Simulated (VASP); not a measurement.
**Rb: relaxation of cell and atoms with BLYP+D3(BJ)**

The system is Rb.

```
Rb
1.0
     0.00000    3.63989    3.63989
     3.63989    0.00000    3.63989
     3.63989    3.63989    0.00000
Rb
1
Direct
  0.00000 0.00000 0.00000
```

| Property | Result |
| --- | --- |
| Program | VASP 6.6.1 |
| Task | relaxation of cell and atoms |
| Functional | BLYP |
| Dispersion | D3(BJ) |
| Potentials or basis | VASP PAW PBE potentials, release 64 (Rb_sv) |
| Cutoff | 600 eV |
| k mesh | 7 × 7 × 7 |
| Occupations | fermi-dirac, width 0.15 eV |
| Spin | no spin polarisation |
| Dipole correction | no |
| Further INCAR settings | ALGO = Normal; EDIFF = 1e-07; IBRION = 2; EDIFFG = -0.05; NSW = 80; ISIF = 3 |

```
Relaxed volume                         : 83.19 Å³/atom
Relaxed cell                           : a = 4.900 Å, b = 4.900 Å, c = 4.900 Å, α = 60.00°, β = 60.00°, γ = 60.00°
Space group after relaxing (to 0.05 Å) : Fm-3m (No. 225)
Energy gained by relaxing              : 22.2 meV/atom
Ionic steps                            : 3
Pressure after relaxing                : -0.1 GPa
Dispersion energy per atom             : -0.286 eV
```

Step by step:
```
step  energy change (eV)  largest force (eV/Å)  pressure (GPa)  volume (Å³)
   1              0.0000                0.0000           -0.41        96.45
   2             -0.0082                0.0000           -0.35        93.01
   3             -0.0222                0.0000           -0.09        83.19
```

Final structure:
```yaml
crystal:
  lattice:
    - [0.00000, 3.46475, 3.46475]
    - [3.46475, 0.00000, 3.46475]
    - [3.46475, 3.46475, 0.00000]
  atoms:
    - { symbol: Rb, position: [0.00000, 0.00000, 0.00000] }
```

Levels at points of the mesh, in eV from the Fermi level:
```tsv
k point	band 1	band 2	band 3	band 4	band 5	band 6	band 7	band 8
(0.00, 0.00, 0.00)	-28.98	-13.07	-13.07	-13.07	-2.10	3.46	3.46	3.46
```

It took 3.2 min on 1 thread of Intel Xeon 8259CL, with other jobs on the host, peak memory 0.27 GiB.

Caveat: the PAW data sets were made with another functional, which shifts forces and pressure a little; pairwise dispersion overbinds metals, which lowers pressure and volume.
